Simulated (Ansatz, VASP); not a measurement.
## Os in VASP and in Ansatz

```
Os
1.0
     2.71732    0.00000    0.00000
    -1.35866    2.35327    0.00000
     0.00000    0.00000    8.72485
Os
4
Cartesian
  -1.3587 2.3533 8.7248
  2.7173 0.0000 4.3624
  0.0000 1.5688 2.1812
  1.3587 0.7844 6.5436
```

Alike in both runs: task single point; functional PBEsol; k mesh 15 × 15 × 4; occupations fermi-dirac, width 0.1 eV; no spin polarisation.

|  | VASP | Ansatz |
| --- | --- | --- |
| version | VASP 6.6.1 | Ansatz 0.2.0 |
| potentials or method | VASP PAW PBE potentials, release 64 (Os), cutoff 520 eV | plane waves (420 eV) with PAW, scalar-relativistic |
| valence electrons in the cell | 32 | 64 |

```csv
,VASP,Ansatz,Ansatz less VASP
pressure (GPa),0.3,-0.2,-0.48
"traceless stress, the component that is largest in VASP (GPa)",1.18,1.20,+0.023
```

VASP's potentials were made for PBE, not for PBEsol, and Ansatz warns of the same on its side. With one functional, cell and mesh, what is left measures potentials, basis and numerics. VASP's potentials hold 32 valence electrons a cell and Ansatz's 64, so a difference there can come from the potentials and not from the codes.

Spin-orbit coupling is off throughout.
